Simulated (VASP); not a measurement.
# MnO2 (P4_2/mnm) in VASP: single point with PBE+U

Aim: the single point of MnO2 with PBE+U.

All numbers are computed with VASP 6.6.1; they aren't measurements. Logs are shortened: lines on timing, memory, paths and dates and some standing lists are left out, and cuts for length are marked.

## Step 1: The cell of the first run

The structure is tetragonal, space group P4_2/mnm (No. 136). The conventional cell has a = 4.400 Å, b = 4.400 Å, c = 2.870 Å, α = 90.00°, β = 90.00°, γ = 90.00°. Within 2.5 Å of Mn (site symmetry mmm) lie 6 O at 1.89 Å. O (site symmetry m2m) has 3 Mn at 1.89 Å and 1 O at 2.45 Å within 2.5 Å.

## Step 2: Single point, PBE+U, collinear spin, ferromagnetic start

Input file INCAR:

```
SYSTEM = MnO2
  PREC = Accurate
  ENCUT = 520
  EDIFF = 1E-6
  ISMEAR = 0
  SIGMA = 0.05
  LREAL = .False.
  LASPH = .True.
  NELM = 150
  ALGO = Normal
  ISIF = 2
  LWAVE = .False.
  LCHARG = .False.
  ISPIN = 2
  MAGMOM = 0.45 0.45 0 0 0 0
  LORBIT = 11
  LMAXMIX = 4
  LDAU = .True.
  LDAUTYPE = 2
  LDAUL = 2 -1
  LDAUU = 5.9 0
  LDAUJ = 0 0
  LDAUPRINT = 1
  GGA = PE
  NBANDS = 38
```

Input file KPOINTS:

```
Automatic mesh
0
Gamma
  5 5 8
  0 0 0
```

Input file POSCAR:

```
MnO2
1.0
    4.4000000000      0.0000000000      0.0000000000
    0.0000000000      4.4000000000      0.0000000000
    0.0000000000      0.0000000000      2.8700000000
Mn O
2 4
Direct
    0.0000000000      0.0000000000      0.0000000000
    0.5000000000      0.5000000000      0.5000000000
    0.3030000000      0.3030000000      0.0000000000
    0.1970000000      0.8030000000      0.5000000000
    0.6970000000      0.6970000000      0.0000000000
    0.8030000000      0.1970000000      0.5000000000
```

Potentials or basis: VASP PAW PBE potentials, release 64 (Mn_pv, O).

The run is started by

```console
> cat potpaw_PBE.64/Mn_pv/POTCAR potpaw_PBE.64/O/POTCAR > POTCAR
> mpirun -np 1 vasp_std > vasp.out
```

OUTCAR:

```text
SYSTEM = MnO2
   PREC = Accurate
   ENCUT = 520
   EDIFF = 1E-6
   ISMEAR = 0
   LREAL = .False.
   LASPH = .True.
   NELM = 150
   ISIF = 2
   ISPIN = 2
   LORBIT = 11
   GGA = PE

 ion  position               nearest neighbor table
   1  0.000  0.000  0.000-   3 1.89   5 1.89   4 1.89   6 1.89   4 1.89   6 1.89
   2  0.500  0.500  0.500-   4 1.89   6 1.89   5 1.89   3 1.89   3 1.89   5 1.89
   3  0.303  0.303  0.000-   1 1.89   2 1.89   2 1.89
   4  0.197  0.803  0.500-   2 1.89   1 1.89   1 1.89
   5  0.697  0.697  0.000-   1 1.89   2 1.89   2 1.89
   6  0.803  0.197  0.500-   2 1.89   1 1.89   1 1.89

  LATTYP: Found a simple tetragonal cell.
 ALAT       =     4.4000000000
 C/A-ratio  =     0.6522727273

  Lattice vectors:

 A1 = (   4.4000000000,   0.0000000000,   0.0000000000)
 A2 = (   0.0000000000,   4.4000000000,   0.0000000000)
 A3 = (   0.0000000000,   0.0000000000,   2.8700000000)

Analysis of symmetry for initial positions (statically):
=====================================================================
 Subroutine PRICEL returns:
 Original cell was already a primitive cell.

 Routine SETGRP: Setting up the symmetry group for a
 simple tetragonal supercell.

 Subroutine GETGRP returns: Found 16 space group operations
 (whereof  8 operations were pure point group operations)
 out of a pool of 16 trial point group operations.

The static configuration has the point symmetry D_2h.
 The point group associated with its full space group is D_4h.

Analysis of symmetry for dynamics (positions and initial velocities):
=====================================================================
 Subroutine PRICEL returns:
 Original cell was already a primitive cell.

 Routine SETGRP: Setting up the symmetry group for a
 simple tetragonal supercell.

 Subroutine GETGRP returns: Found 16 space group operations
 (whereof  8 operations were pure point group operations)
 out of a pool of 16 trial point group operations.

The dynamic configuration has the point symmetry D_2h.
 The point group associated with its full space group is D_4h.

Analysis of structural, dynamic, and magnetic symmetry:
=====================================================================
 Subroutine PRICEL returns:
 Original cell was already a primitive cell.

 Routine SETGRP: Setting up the symmetry group for a
 simple tetragonal supercell.

 Subroutine GETGRP returns: Found 16 space group operations
 (whereof  8 operations were pure point group operations)
 out of a pool of 16 trial point group operations.

The overall configuration has the point symmetry D_2h.
 The point group associated with its full space group is D_4h.

 Subroutine INISYM returns: Found 16 space group operations
 (whereof  8 operations are pure point group operations),
 and found     1 'primitive' translations

----------------------------------------------------------------------------------------

                                     Primitive cell

  volume of cell :      55.5632

  direct lattice vectors                    reciprocal lattice vectors
     4.400000000  0.000000000  0.000000000     0.227272727  0.000000000  0.000000000
     0.000000000  4.400000000  0.000000000     0.000000000  0.227272727  0.000000000
     0.000000000  0.000000000  2.870000000     0.000000000  0.000000000  0.348432056

  length of vectors
     4.400000000  4.400000000  2.870000000     0.227272727  0.227272727  0.348432056

  position of ions in fractional coordinates (direct lattice)
     0.000000000  0.000000000  0.000000000
     0.500000000  0.500000000  0.500000000
     0.303000000  0.303000000  0.000000000
     0.197000000  0.803000000  0.500000000
     0.697000000  0.697000000  0.000000000
     0.803000000  0.197000000  0.500000000

  ion indices of the primitive-cell ions
   primitive index   ion index
                 1           1
                 2           2
                 3           3
                 4           4
                 5           5
                 6           6

----------------------------------------------------------------------------------------

 KPOINTS: Automatic mesh
[... 100 lines left out ...]
   IVDW    =     0    specifies the selected vdW correction
   LEPSILON=     F    determine dielectric tensor
   LRPA    =     F    only Hartree local field effects (RPA)
 spin polarized calculation
 Gauss-broadening in eV      SIGMA  =   0.05
  energy-cutoff  :      520.00
  volume of cell :       55.56
 maximum number of plane-waves:      1514
 NGX is ok and might be reduce to    36
   NGX = 17   NGY = 17   NGZ = 11

atom =   1  type =  1  l = 2

 onsite density matrix

spin component  1

  0.6624  0.0000  0.1760  0.0000 -0.0000
  0.0000  0.7577  0.0000  0.2135  0.0000
  0.1760  0.0000  0.8576  0.0000  0.0000
  0.0000  0.2135  0.0000  0.7577  0.0000
 -0.0000  0.0000  0.0000  0.0000  0.9775

spin component  2

  0.2193  0.0000 -0.1070  0.0000  0.0000
  0.0000  0.1983  0.0000 -0.1133  0.0000
 -0.1070  0.0000  0.1262  0.0000 -0.0000
  0.0000 -0.1133  0.0000  0.1983  0.0000
  0.0000  0.0000 -0.0000  0.0000  0.0905

 occupancies and eigenvectors

  o =  0.0560  v =  0.0000  0.0000  0.0000  0.0000  0.0000 -0.5483  0.0000 -0.8363  0.0000 -0.0000      0.0000  0.0000  0.0000  0.0000  0.0000  0.0000  0.0000  0.0000  0.0000  0.0000
  o =  0.0850  v =  0.0000  0.0000  0.0000  0.0000  0.0000  0.0000 -0.7071  0.0000 -0.7071 -0.0000      0.0000  0.0000  0.0000  0.0000  0.0000  0.0000  0.0000  0.0000  0.0000  0.0000
  o =  0.0905  v =  0.0000  0.0000  0.0000  0.0000  0.0000 -0.0000 -0.0000 -0.0000  0.0000  1.0000      0.0000  0.0000  0.0000  0.0000  0.0000  0.0000  0.0000  0.0000  0.0000  0.0000
  o =  0.2894  v =  0.0000  0.0000  0.0000  0.0000  0.0000 -0.8363  0.0000  0.5483  0.0000 -0.0000      0.0000  0.0000  0.0000  0.0000  0.0000  0.0000  0.0000  0.0000  0.0000  0.0000
  o =  0.3115  v =  0.0000  0.0000  0.0000  0.0000  0.0000  0.0000  0.7071  0.0000 -0.7071  0.0000      0.0000  0.0000  0.0000  0.0000  0.0000  0.0000  0.0000  0.0000  0.0000  0.0000
  o =  0.5442  v =  0.0000  0.7071  0.0000 -0.7071 -0.0000  0.0000  0.0000  0.0000  0.0000  0.0000      0.0000  0.0000  0.0000  0.0000  0.0000  0.0000  0.0000  0.0000  0.0000  0.0000
  o =  0.5587  v =  0.8617  0.0000 -0.5074  0.0000  0.0000  0.0000  0.0000  0.0000  0.0000  0.0000      0.0000  0.0000  0.0000  0.0000  0.0000  0.0000  0.0000  0.0000  0.0000  0.0000
  o =  0.9613  v =  0.5074 -0.0000  0.8617  0.0000 -0.0000  0.0000  0.0000  0.0000  0.0000  0.0000      0.0000  0.0000  0.0000  0.0000  0.0000  0.0000  0.0000  0.0000  0.0000  0.0000
  o =  0.9712  v =  0.0000 -0.7071  0.0000 -0.7071  0.0000  0.0000  0.0000  0.0000  0.0000  0.0000      0.0000  0.0000  0.0000  0.0000  0.0000  0.0000  0.0000  0.0000  0.0000  0.0000
  o =  0.9775  v =  0.0000  0.0000  0.0000  0.0000  1.0000  0.0000  0.0000  0.0000  0.0000  0.0000      0.0000  0.0000  0.0000  0.0000  0.0000  0.0000  0.0000  0.0000  0.0000  0.0000

atom =   2  type =  1  l = 2

 onsite density matrix

spin component  1

  0.6624  0.0000 -0.1760  0.0000 -0.0000
  0.0000  0.7577  0.0000 -0.2135  0.0000
 -0.1760  0.0000  0.8576  0.0000  0.0000
  0.0000 -0.2135  0.0000  0.7577  0.0000
 -0.0000  0.0000  0.0000  0.0000  0.9775

spin component  2

  0.2193  0.0000  0.1070  0.0000 -0.0000
  0.0000  0.1983  0.0000  0.1133  0.0000
  0.1070  0.0000  0.1262  0.0000  0.0000
  0.0000  0.1133  0.0000  0.1983  0.0000
 -0.0000  0.0000  0.0000  0.0000  0.0905

 occupancies and eigenvectors

  o =  0.0560  v =  0.0000  0.0000  0.0000  0.0000  0.0000 -0.5483 -0.0000  0.8363  0.0000 -0.0000      0.0000  0.0000  0.0000  0.0000  0.0000  0.0000  0.0000  0.0000  0.0000  0.0000
  o =  0.0850  v =  0.0000  0.0000  0.0000  0.0000  0.0000  0.0000  0.7071  0.0000 -0.7071 -0.0000      0.0000  0.0000  0.0000  0.0000  0.0000  0.0000  0.0000  0.0000  0.0000  0.0000
  o =  0.0905  v =  0.0000  0.0000  0.0000  0.0000  0.0000 -0.0000  0.0000  0.0000  0.0000  1.0000      0.0000  0.0000  0.0000  0.0000  0.0000  0.0000  0.0000  0.0000  0.0000  0.0000
  o =  0.2894  v =  0.0000  0.0000  0.0000  0.0000  0.0000 -0.8363 -0.0000 -0.5483  0.0000 -0.0000      0.0000  0.0000  0.0000  0.0000  0.0000  0.0000  0.0000  0.0000  0.0000  0.0000
  o =  0.3115  v =  0.0000  0.0000  0.0000  0.0000  0.0000  0.0000 -0.7071  0.0000 -0.7071  0.0000      0.0000  0.0000  0.0000  0.0000  0.0000  0.0000  0.0000  0.0000  0.0000  0.0000
  o =  0.5442  v =  0.0000 -0.7071  0.0000 -0.7071  0.0000  0.0000  0.0000  0.0000  0.0000  0.0000      0.0000  0.0000  0.0000  0.0000  0.0000  0.0000  0.0000  0.0000  0.0000  0.0000
  o =  0.5587  v =  0.8617 -0.0000  0.5074  0.0000 -0.0000  0.0000  0.0000  0.0000  0.0000  0.0000      0.0000  0.0000  0.0000  0.0000  0.0000  0.0000  0.0000  0.0000  0.0000  0.0000
  o =  0.9613  v =  0.5074  0.0000 -0.8617  0.0000  0.0000  0.0000  0.0000  0.0000  0.0000  0.0000      0.0000  0.0000  0.0000  0.0000  0.0000  0.0000  0.0000  0.0000  0.0000  0.0000
  o =  0.9712  v =  0.0000 -0.7071  0.0000  0.7071  0.0000  0.0000  0.0000  0.0000  0.0000  0.0000      0.0000  0.0000  0.0000  0.0000  0.0000  0.0000  0.0000  0.0000  0.0000  0.0000
  o =  0.9775  v =  0.0000 -0.0000 -0.0000  0.0000 -1.0000  0.0000  0.0000  0.0000  0.0000  0.0000      0.0000  0.0000  0.0000  0.0000  0.0000  0.0000  0.0000  0.0000  0.0000  0.0000

 number of electron      49.9999982 magnetization       6.0572428

 Free energy of the ion-electron system (eV)
  ---------------------------------------------------
  ext. energy  EPLUGINS =         0.00000000
  ---------------------------------------------------
  free energy    TOTEN  =       -39.73431153 eV

  energy without entropy =      -39.73329338  energy(sigma->0) =      -39.73380246

 E-fermi :   5.0142     XC(G=0): -12.0111

 val. band max:        4.9979100262   @ k =   0.0000   0.0000   0.1250
 cond. band min:       5.0310124352   @ k =   0.2000   0.0000   0.0000
 fundamental gap:      0.0331024090
 Fermi energy:         5.0142292760

 spin component 1

 k-point     1 :       0.0000    0.0000    0.0000
  band No.  band energies     occupation
      1     -45.9396      1.00000
      2     -45.9323      1.00000
      3     -45.9165      1.00000
      4     -45.9165      1.00000
      5     -45.8731      1.00000
      6     -45.8731      1.00000
[... 1913 lines left out ...]
     36      19.6365      0.00000
     37      20.9313      0.00000

 [... further k-points ...]

 [bands above 37 left out]

------------------------ aborting loop because EDIFF is reached ----------------------------------------

  FORCE on cell =-STRESS in cart. coord.  units (eV):
  Direction    XX          YY          ZZ          XY          YZ          ZX
  --------------------------------------------------------------------------------------
  -------------------------------------------------------------------------------------
  Total        4.8397259      4.8397259      6.7701458      0.0000000      0.0000000      0.0000000
  in kB      139.5545810    139.5545810    195.2186718      0.0000000      0.0000000      0.0000000
  external PRESSURE =     158.1092779 kB  Pullay stress =       0.0000000 kB

 VOLUME and BASIS-vectors are now :
 -----------------------------------------------------------------------------
  energy-cutoff  :      520.00
  volume of cell :       55.56
      direct lattice vectors                 reciprocal lattice vectors
     4.400000000  0.000000000  0.000000000     0.227272727  0.000000000  0.000000000
     0.000000000  4.400000000  0.000000000     0.000000000  0.227272727  0.000000000
     0.000000000  0.000000000  2.870000000     0.000000000  0.000000000  0.348432056

 POSITION                                       TOTAL-FORCE (eV/Angst)
 -----------------------------------------------------------------------------------
      0.00000      0.00000      0.00000         0.000000      0.000000      0.000000
      2.20000      2.20000      1.43500         0.000000      0.000000      0.000000
      1.33320      1.33320      0.00000         0.136434      0.136434      0.000000
      0.86680      3.53320      1.43500        -0.136434      0.136434      0.000000
      3.06680      3.06680      0.00000        -0.136434     -0.136434     -0.000000
      3.53320      0.86680      1.43500         0.136434     -0.136434     -0.000000
 -----------------------------------------------------------------------------------
    total drift:                                0.000000      0.000000      0.000000

  FREE ENERGIE OF THE ION-ELECTRON SYSTEM (eV)
  ---------------------------------------------------
  free  energy   TOTEN  =       -39.7343115329 eV

  energy  without entropy=      -39.7332933801  energy(sigma->0) =      -39.73380246

 total charge

# of ion       s       p       d       tot
------------------------------------------
    1        0.361   6.481   4.813  11.655
    2        0.361   6.481   4.813  11.655
    3        1.569   3.491   0.000   5.060
    4        1.569   3.491   0.000   5.060
    5        1.569   3.491   0.000   5.060
    6        1.569   3.491   0.000   5.060
--------------------------------------------------
tot          6.999  26.926   9.625  43.551

 magnetization (x)

# of ion       s       p       d       tot
------------------------------------------
    1        0.020   0.031   3.177   3.228
    2        0.020   0.031   3.177   3.228
    3       -0.004  -0.113   0.000  -0.116
    4       -0.004  -0.113   0.000  -0.116
    5       -0.004  -0.113   0.000  -0.116
    6       -0.004  -0.113   0.000  -0.116
--------------------------------------------------
tot          0.026  -0.390   6.355   5.991
```

Run time: 2.3 min. Hardware: 1 thread of Intel Xeon Platinum 8375C at 2.90GHz (Ice Lake), shared host; peak memory 0.25 GiB.

Results:

| Quantity | Value |
| --- | --- |
| Free energy | -39.7343 eV |
| Pressure | 15.8 GPa |
| Largest force | 0.193 eV/Å |
| Net moment | 6.06 μB per cell |
| Site moments | Mn +3.23; O -0.12 μB |
| Valence electrons inside the program's atomic spheres | Mn 11.65; O 5.06 |

Forces on the atoms (eV/Å):
```
Mn   0.000  0.000  0.000
Mn   0.000  0.000  0.000
O    0.136  0.136  0.000
O   -0.136  0.136  0.000
O   -0.136 -0.136  0.000
O    0.136 -0.136  0.000
```

Levels at points of the mesh, in eV from the Fermi level:
Spin up:
```csv
k point,band 25,band 26,band 27,band 28,band 29,band 30,band 31,band 32
"(0.00, 0.00, 0.00)",-0.91,-0.57,-0.43,-0.43,0.16,2.76,2.76,3.39
"(0.00, 0.00, 0.50)",-1.39,-1.39,-0.51,-0.51,1.22,1.22,1.73,1.73
```
Spin down:
| k point | band 20 | band 21 | band 22 | band 23 | band 24 | band 25 |
| --- | --- | --- | --- | --- | --- | --- |
| (0.00, 0.00, 0.00) | -0.54 | -0.54 | 0.21 | 2.59 | 2.61 | 3.03 |
| (0.00, 0.00, 0.50) | -2.39 | -1.70 | -1.70 | 3.60 | 3.60 | 3.81 |

Eigenvalues of the final occupation matrices:
```tsv
site	spin	trace	eigenvalues
site 1 d	1	4.01	0.54 0.56 0.96 0.97 0.98
site 1 d	2	0.83	0.06 0.09 0.09 0.29 0.31
site 2 d	1	4.01	0.54 0.56 0.96 0.97 0.98
site 2 d	2	0.83	0.06 0.09 0.09 0.29 0.31
```

Caveat: only a ferromagnetic start was run, and an antiferromagnetic order may lie lower in energy.
